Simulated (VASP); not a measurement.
Cu, 1 atom in the cell. Symmetry: Fm-3m, No. 225, cubic system. Conventional cell: a = 3.629 Å, b = 3.629 Å, c = 3.629 Å, α = 90.00°, β = 90.00°, γ = 90.00°. Cu (site symmetry m-3m) has 12 Cu at 2.57 Å within 3.4 Å. 

```yaml
Program: VASP 6.6.1
Task: single point
Functional: PBE
Potentials_or_basis: VASP PAW PBE potentials, release 64 (Cu)
Cutoff: 520 eV
k_mesh: 38 × 38 × 38
Occupations: methfessel-paxton, width 0.1 eV
Spin: no spin polarisation
Dipole_correction: no
Further_INCAR_settings: ALGO = Normal; EDIFF = 1e-06; NBANDS = 12
```

Potentials or basis: VASP PAW PBE potentials, release 64 (Cu).

Command:

```sh
$ cat potpaw_PBE.64/Cu/POTCAR > POTCAR
$ mpirun -np 1 vasp_std > vasp.out
```

Hardware: 1 thread of AMD EPYC 7571 (shared host).

Question: Estimate the wall time of this run.

Answer: It took 5 min on 1 thread of AMD EPYC 7571 (shared host), peak memory 0.26 GiB. Counts: scf iterations 12, k points 1440.
